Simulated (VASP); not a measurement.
CuO:

```
Cu O
1.0
     2.34185   -1.71130    0.00000
     2.34185    1.71130    0.00000
    -0.85003    0.00000    5.05787
Cu O
2 2
Direct
  0.00000 0.50000 0.00000
  0.50000 0.00000 0.50000
  0.58160 0.41840 0.25000
  0.41840 0.58160 0.75000
```

| Property | Result |
| --- | --- |
| Program | VASP 6.6.1 |
| Task | relaxation of cell and atoms |
| Functional | LDA |
| Potentials or basis | VASP PAW LDA potentials, release 64 (Cu, O) |
| Cutoff | 600 eV |
| k mesh | 9 × 9 × 5 |
| Occupations | fermi-dirac, width 0.1 eV |
| Spin | no spin polarisation |

At the start: pressure -8.9 GPa; volume 10.13 Å³/atom.

**Question.** Where does the relaxation end?

**Answer.** Over 31 steps the energy falls by 43.6 meV/atom and the volume is 10.30 Å³/atom (+1.6 %); space group C2/c (No. 15, to 0.1 Å) before, Cccm (No. 66, to 0.1 Å).

The path:
```
step  energy change (eV)  largest force (eV/Å)  pressure (GPa)  volume (Å³)
   1              0.0000                0.4244           -8.93        40.54
   2             -0.0237                0.0269            9.57        37.31
   3             -0.0640                0.2176            0.50        38.69
   4             -0.0640                0.2137            0.86        38.65
   5             -0.0706                0.1502            0.76        38.75
   6             -0.0794                0.0522            0.84        39.03
   7             -0.0846                0.0401            0.44        39.21
   8             -0.0975                0.0035           -0.94        39.74
   9             -0.1131                0.0491           -3.39        40.78
  10             -0.1041                0.0649           -7.92        42.75
  11             -0.1161                0.0418           -4.25        41.18
  12             -0.1202                0.0401           -3.95        41.20
  13             -0.1315                0.0371           -3.29        41.24
  14             -0.1490                0.0288           -2.11        41.29
  15             -0.1624                0.0186            0.12        41.27
  16             -0.1624                0.0179           -0.09        41.28
  17             -0.1643                0.0249           -0.21        41.27
  18             -0.1683                0.0421           -0.35        41.25
  19             -0.1690                0.0682           -0.80        41.19
  20             -0.1699                0.0581           -0.58        41.22
  21             -0.1704                0.0421            0.27        41.03
  22             -0.1704                0.0428            0.38        41.03
  23             -0.1704                0.0439            0.27        41.06
  24             -0.1708                0.0326            0.18        41.07
  25             -0.1715                0.0000            0.07        41.11
  26             -0.1717                0.0653           -0.08        41.18
  27             -0.1719                0.0426           -0.09        41.15
  28             -0.1721                0.0405           -0.01        41.16
  29             -0.1728                0.0338            0.01        41.16
  30             -0.1737                0.0221            0.02        41.17
  31             -0.1743                0.0026            0.14        41.18
```

Final structure:
```yaml
crystal:
  lattice:
    - [2.04423, -1.98654, 0.15684]
    - [2.04423, 1.98654, 0.15684]
    - [-0.38238, 0.00000, 5.04093]
  atoms:
    - { symbol: Cu, position: [0.00000, 0.50000, 0.00000] }
    - { symbol: Cu, position: [0.50000, 0.00000, 0.50000] }
    - { symbol: O, position: [0.49979, 0.50021, 0.25000] }
    - { symbol: O, position: [0.50021, 0.49979, 0.75000] }
```
